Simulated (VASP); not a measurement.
# Sb2As (Pnnm) in VASP: a series of runs

Sb2As is run at these levels: PBE; tasks: single point.

All numbers are computed with VASP 6.6.1; they aren't measurements. Logs are shortened: lines on timing, memory, paths and dates and some standing lists are left out, and cuts for length are marked.

## Step 1: The cell of the first run

Symmetry: Pnnm, No. 58, orthorhombic system. Conventional cell: a = 5.316 Å, b = 6.489 Å, c = 4.051 Å, α = 90.00°, β = 90.00°, γ = 90.00°. Sb (site symmetry m) has 12 Sb at 2.65 to 4.05 Å and 6 As at 2.68 to 4.31 Å within 4.4 Å. Within 3.5 Å of As (site symmetry 2/m) lie 6 Sb at 2.68 to 2.69 Å.

## Step 2: Single point, PBE

INCAR reads:

```
ALGO = Normal ; EDIFF = 1E-6
ENCUT = 520 ; GGA = PE
ISIF = 2 ; ISMEAR = 0
LASPH = True ; LCHARG = True
LELF = True ; LREAL = False
LVHAR = True ; LWAVE = False
NBANDS = 24 ; NELM = 60
PREC = Accurate ; SIGMA = 0.1
```

KPOINTS reads:

```
k-points
0
Gamma
  4 4 4
```

POSCAR reads:

```
Sb2As
1.0
    5.3164629957      0.0000000000      0.0000000000
    0.0000000000      6.4887020579      0.0000000000
    0.0000000000      0.0000000000      4.0506840410
Sb As
4 2
Direct
    0.2004000000      0.3787000000      0.0000000000
    0.7996000000      0.6213000000      0.0000000000
    0.7004000000      0.1213000000      0.5000000000
    0.2996000000      0.8787000000      0.5000000000
    0.0000000000      0.0000000000      0.0000000000
    0.5000000000      0.5000000000      0.5000000000
```

Potentials or basis: VASP PAW PBE potentials, release 64 (Sb, As).

Started as:

```
$ cat potpaw_PBE.64/Sb/POTCAR potpaw_PBE.64/As/POTCAR > POTCAR
$ mpirun -np 1 vasp_std > vasp.out
```

OUTCAR:

```text
EDIFF = 1E-6
   ENCUT = 520
   GGA = PE
   ISIF = 2
   ISMEAR = 0
   LASPH = True
   LREAL = False
   NELM = 60
   PREC = Accurate

 ion  position               nearest neighbor table
   1  0.200  0.379  0.000-   2 2.65   5 2.68   6 2.69   6 2.69   2 3.55   3 3.74   3 3.74   3 3.74
                             3 3.74
   2  0.800  0.621  0.000-   1 2.65   5 2.68   6 2.69   6 2.69   1 3.55   4 3.74   4 3.74   4 3.74
                             4 3.74
   3  0.700  0.121  0.500-   4 2.65   6 2.68   5 2.69   5 2.69   4 3.55   1 3.74   1 3.74   1 3.74
                             1 3.74
   4  0.300  0.879  0.500-   3 2.65   6 2.68   5 2.69   5 2.69   3 3.55   2 3.74   2 3.74   2 3.74
                             2 3.74
   5  0.000  0.000  0.000-   1 2.68   2 2.68   3 2.69   4 2.69   3 2.69   4 2.69
   6  0.500  0.500  0.500-   3 2.68   4 2.68   1 2.69   2 2.69   1 2.69   2 2.69

  LATTYP: Found a simple orthorhombic cell.
 ALAT       =     4.0506840410
 B/A-ratio  =     1.3124852351
 C/A-ratio  =     1.6018781006

  Lattice vectors:

 A1 = (   0.0000000000,   0.0000000000,   4.0506840410)
 A2 = (   5.3164629957,   0.0000000000,   0.0000000000)
 A3 = (   0.0000000000,   6.4887020579,   0.0000000000)

Analysis of symmetry for initial positions (statically):
=====================================================================
 Subroutine PRICEL returns:
 Original cell was already a primitive cell.

 Routine SETGRP: Setting up the symmetry group for a
 simple orthorhombic supercell.

 Subroutine GETGRP returns: Found  8 space group operations
 (whereof  4 operations were pure point group operations)
 out of a pool of  8 trial point group operations.

The static configuration has the point symmetry C_2h.
 The point group associated with its full space group is D_2h.

Analysis of symmetry for dynamics (positions and initial velocities):
=====================================================================
 Subroutine PRICEL returns:
 Original cell was already a primitive cell.

 Routine SETGRP: Setting up the symmetry group for a
 simple orthorhombic supercell.

 Subroutine GETGRP returns: Found  8 space group operations
 (whereof  4 operations were pure point group operations)
 out of a pool of  8 trial point group operations.

The dynamic configuration has the point symmetry C_2h.
 The point group associated with its full space group is D_2h.

 Subroutine INISYM returns: Found  8 space group operations
 (whereof  4 operations are pure point group operations),
 and found     1 'primitive' translations

----------------------------------------------------------------------------------------

                                     Primitive cell

  volume of cell :     139.7362

  direct lattice vectors                    reciprocal lattice vectors
     5.316462996  0.000000000  0.000000000     0.188094980  0.000000000  0.000000000
     0.000000000  6.488702058  0.000000000     0.000000000  0.154114026  0.000000000
     0.000000000  0.000000000  4.050684041     0.000000000  0.000000000  0.246871884

  length of vectors
     5.316462996  6.488702058  4.050684041     0.188094980  0.154114026  0.246871884

  position of ions in fractional coordinates (direct lattice)
     0.200400000  0.378700000  0.000000000
     0.799600000  0.621300000  0.000000000
     0.700400000  0.121300000  0.500000000
     0.299600000  0.878700000  0.500000000
     0.000000000  0.000000000  0.000000000
     0.500000000  0.500000000  0.500000000

  ion indices of the primitive-cell ions
   primitive index   ion index
                 1           1
                 2           2
                 3           3
                 4           4
                 5           5
                 6           6

----------------------------------------------------------------------------------------

 KPOINTS: k-points

Automatic generation of k-mesh.
 Grid dimensions read from file:
 generate k-points for:    4    4    4

 Generating k-lattice:

  Cartesian coordinates                     Fractional coordinates (reciprocal lattice)
     0.047023745  0.000000000  0.000000000     0.250000000  0.000000000  0.000000000
     0.000000000  0.038528507  0.000000000     0.000000000  0.250000000  0.000000000
     0.000000000  0.000000000  0.061717971     0.000000000  0.000000000  0.250000000

  Length of vectors
     0.047023745  0.038528507  0.061717971

  Shift w.r.t. Gamma in fractional coordinates (k-lattice)
     0.000000000  0.000000000  0.000000000

 Subroutine IBZKPT returns following result:
 ===========================================

 Found     27 irreducible k-points:

 Following reciprocal coordinates:
            Coordinates               Weight
  0.000000  0.000000  0.000000      1.000000
  0.250000  0.000000  0.000000      2.000000
  0.500000  0.000000  0.000000      1.000000
  0.000000  0.250000  0.000000      2.000000
  0.250000  0.250000  0.000000      4.000000
  0.500000  0.250000  0.000000      2.000000
[... 16 lines left out ...]
  0.250000  0.250000  0.500000      4.000000
  0.500000  0.250000  0.500000      2.000000
 [... further k-points ...]
   k-points           NKPTS =     27   k-points in BZ     NKDIM =     27   number of bands    NBANDS=     24
   number of dos      NEDOS =    301   number of ions     NIONS =      6
   total plane-waves  NPLWV =  57600
   dimension x,y,z NGX =    40 NGY =   48 NGZ =   30
   dimension x,y,z NGXF=    80 NGYF=   96 NGZF=   60
   ions per type =               4   2
   NGX,Y,Z   is equivalent  to a cutoff of  12.51, 12.30, 12.31 a.u.
   NGXF,Y,Z  is equivalent  to a cutoff of  25.02, 24.60, 24.62 a.u.
 SYSTEM =  unknown system
   PREC   = accura    normal or accurate (medium, high low for compatibility)
   ISTART =      0    job   : 0-new  1-cont  2-samecut
   ICHARG =      2    charge: 1-file 2-atom 10-const
   ISPIN  =      1    spin polarized calculation?
   LNONCOLLINEAR =      F non collinear calculations
   LSORBIT =      F    spin-orbit coupling
   LASPH  =      T    aspherical Exc in radial PAW
   ENCUT  =  520.0 eV  38.22 Ry    6.18 a.u.   9.89 12.06  7.53*2*pi/ulx,y,z
   NELM   =     60;   NELMIN=  2; NELMDL= -5     # of ELM steps
   EDIFF  = 0.1E-05   stopping-criterion for ELM
   LREAL  =      F    real-space projection
   EDIFFG = 0.1E-04   stopping-criterion for IOM
   NSW    =      0    number of steps for IOM
   IBRION =     -1    ionic relax: 0-MD 1-quasi-New 2-CG
   NFREE  =      0    steps in history (QN), initial steepest desc. (CG)
   ISIF   =      2    stress and relaxation
   ISYM   =      2    0-nonsym 1-usesym 2-fastsym
   POTIM  = 0.5000    time-step for ionic-motion
   TEBEG  =    0.0;   TEEND  =   0.0 temperature during run
   PSTRESS=    0.0 pullay stress
   NELECT =      30.0000    total number of electrons
   NUPDOWN=      -1.0000    fix difference up-down
   EMIN   =  10.00;   EMAX   =-10.00  energy-range for DOS
   EFERMI =   0.00;   METHOD = LEGACY
   ISMEAR =     0;   SIGMA  =   0.10  broadening in eV -4-tet -1-fermi 0-gaus
   EFERMI_NEDOS =   21; number of points for ismear=-14 and -15
   IALGO  =     38    algorithm
   IMIX   =      4    mixing-type and parameters
     AMIX     =   0.40;   BMIX     =  1.00
     AMIX_MAG =   1.60;   BMIX_MAG =  1.00
  volume/ion in A,a.u.               =      23.29       157.16
  Fermi-wavevector in a.u.,A,eV,Ry     =   0.980270  1.852441 13.074229  0.960929
  Thomas-Fermi vector in A             =   2.111187
   LORBIT       =      0    0 simple, 1 ext, 2 COOP (PROOUT), +10 PAW based schemes
   GGA     = PE    functional components
   LHFCALC =     F    Hartree Fock is set to
   AEXX    =    0.0000 exact exchange contribution
   IVDW    =     0    specifies the selected vdW correction
   LEPSILON=     F    determine dielectric tensor
   LRPA    =     F    only Hartree local field effects (RPA)
 non-spin polarized calculation
 Gauss-broadening in eV      SIGMA  =   0.10
  energy-cutoff  :      520.00
  volume of cell :      139.74
 maximum number of plane-waves:      3781
 NGX is ok and might be reduce to    40
   NGX = 19   NGY = 25   NGZ = 15

 number of electron      30.0000002 magnetization

 Free energy of the ion-electron system (eV)
  ---------------------------------------------------
  ext. energy  EPLUGINS =         0.00000000
  ---------------------------------------------------
  free energy    TOTEN  =       -22.74350978 eV

  energy without entropy =      -22.73437690  energy(sigma->0) =      -22.73894334

 E-fermi :   8.7359     XC(G=0): -10.3429

 val. band max:        8.6567933585   @ k =   0.2500   0.5000   0.2500
 cond. band min:       8.7805748764   @ k =   0.2500   0.0000   0.5000
 fundamental gap:      0.1237815179
 Fermi energy:         8.7358754264

 k-point     1 :       0.0000    0.0000    0.0000
  band No.  band energies     occupation
      1      -6.2671      2.00000
      2      -4.2531      2.00000
      3      -1.2628      2.00000
      4      -1.2076      2.00000
      5      -0.5460      2.00000
      6       0.9210      2.00000
[... 16 lines left out ...]
     23      12.3437      0.00000
     24      13.3963      0.00000

 k-point     2 :       0.2500    0.0000    0.0000
  band No.  band energies     occupation
      1      -5.9876      2.00000
      2      -4.4184      2.00000
      3      -2.2392      2.00000
      4      -1.3524      2.00000
      5       0.2123      2.00000
      6       0.6918      2.00000
[... 16 lines left out ...]
     23      11.9769      0.00000
     24      12.1080      0.00000

 k-point     3 :       0.5000    0.0000    0.0000
  band No.  band energies     occupation
      1      -5.2205      2.00000
      2      -5.2205      2.00000
      3      -2.0648      2.00000
      4      -2.0648      2.00000
      5       0.4138      2.00000
      6       0.4138      2.00000
[... 16 lines left out ...]
     23      12.4998      0.00000
     24      12.4998      0.00000
[... 514 lines left out ...]
 k-point    23 :       0.2500    0.2500    0.5000
  band No.  band energies     occupation
      1      -4.1021      2.00000
      2      -4.0649      2.00000
      3      -2.3671      2.00000
      4      -2.1343      2.00000
      5      -0.3810      2.00000
      6       0.1944      2.00000
[... 16 lines left out ...]
     23      13.9704      0.00000
     24      14.2535      0.00000

 k-point    24 :       0.5000    0.2500    0.5000
  band No.  band energies     occupation
      1      -3.9662      2.00000
      2      -3.9662      2.00000
      3      -1.8321      2.00000
      4      -1.8321      2.00000
      5      -1.0320      2.00000
      6      -1.0320      2.00000
[... 16 lines left out ...]
     23      13.0407      0.00000
     24      13.0407      0.00000

 [... further k-points ...]
[... 5 lines left out ...]
  --------------------------------------------------------------------------------------
  -------------------------------------------------------------------------------------
  Total       17.2005951     19.9700293     14.0381883     -0.0000000      0.0000000      0.0000000
  in kB      197.2173219    228.9708973    160.9580298     -0.0000000      0.0000000      0.0000000
  external PRESSURE =     195.7154163 kB  Pullay stress =       0.0000000 kB

 VOLUME and BASIS-vectors are now :
 -----------------------------------------------------------------------------
  energy-cutoff  :      520.00
  volume of cell :      139.74
      direct lattice vectors                 reciprocal lattice vectors
     5.316462996  0.000000000  0.000000000     0.188094980  0.000000000  0.000000000
     0.000000000  6.488702058  0.000000000     0.000000000  0.154114026  0.000000000
     0.000000000  0.000000000  4.050684041     0.000000000  0.000000000  0.246871884

 POSITION                                       TOTAL-FORCE (eV/Angst)
 -----------------------------------------------------------------------------------
      1.06542      2.45727      0.00000         0.276702     -0.510085      0.000000
      4.25104      4.03143      0.00000        -0.276702      0.510085     -0.000000
      3.72365      0.78708      2.02534         0.276702      0.510085      0.000000
      1.59281      5.70162      2.02534        -0.276702     -0.510085     -0.000000
      0.00000      0.00000      0.00000         0.000000      0.000000      0.000000
      2.65823      3.24435      2.02534         0.000000      0.000000      0.000000
 -----------------------------------------------------------------------------------
    total drift:                               -0.000000     -0.000000     -0.000000

  FREE ENERGIE OF THE ION-ELECTRON SYSTEM (eV)
  ---------------------------------------------------
  free  energy   TOTEN  =       -22.7435097772 eV

  energy  without entropy=      -22.7343768978  energy(sigma->0) =      -22.73894334
```

Wall time 35 s (1 thread of Intel Xeon 6975P-C (Granite Rapids), shared host); peak memory 0.27 GiB.

Results:

```yaml
Free_energy: -22.7435 eV
Pressure: 19.6 GPa
Largest_force: 0.580 eV/Å
Band_gap_on_the_k_mesh: zero (bands 15 and 16 overlap by 2.58 eV)
```

Forces in eV/Å, atoms in the order of the input:
```
Sb   0.277 -0.510  0.000
Sb  -0.277  0.510  0.000
Sb   0.277  0.510  0.000
Sb  -0.277 -0.510  0.000
As   0.000  0.000  0.000
As   0.000  0.000  0.000
```

Levels at points of the mesh, in eV from the Fermi level:
```tsv
k point	band 12	band 13	band 14	band 15	band 16	band 17	band 18	band 19	band 20	band 21
(0.00, 0.00, 0.00)	-1.13	-0.51	-0.28	0.14	0.62	0.96	1.17	1.89	2.26	3.05
(0.50, 0.00, 0.00)	-2.26	-0.78	-0.78	-0.51	-0.51	1.42	1.42	2.16	2.16	3.10
(0.00, 0.50, 0.00)	-2.23	-1.53	-1.53	0.91	0.91	1.68	1.68	1.83	1.83	1.99
(0.50, 0.50, 0.00)	-3.22	-1.93	-1.93	-1.34	-1.34	1.79	1.79	2.08	2.08	4.33
(0.00, 0.00, 0.50)	-3.59	-1.74	-1.74	-1.27	-1.27	0.13	0.13	3.33	3.33	4.61
(0.50, 0.00, 0.50)	-3.68	0.33	0.33	1.24	1.24	2.38	2.38	2.43	2.43	3.77
(0.00, 0.50, 0.50)	-3.89	-2.79	-2.79	-1.12	-1.12	2.25	2.25	2.81	2.81	3.75
(0.50, 0.50, 0.50)	-3.10	-1.43	-1.43	0.18	0.18	2.01	2.01	2.60	2.60	3.27
```

Caveat: the k points lie up to 0.39 Å⁻¹ apart, too coarse for converged energies and pressures of a metal; spin-orbit coupling is left out, which moves the levels of the heavy elements.

(Continued in part 2 of 2.)

The gap in the log of VASP goes by the Fermi energy; the results here count the filled bands.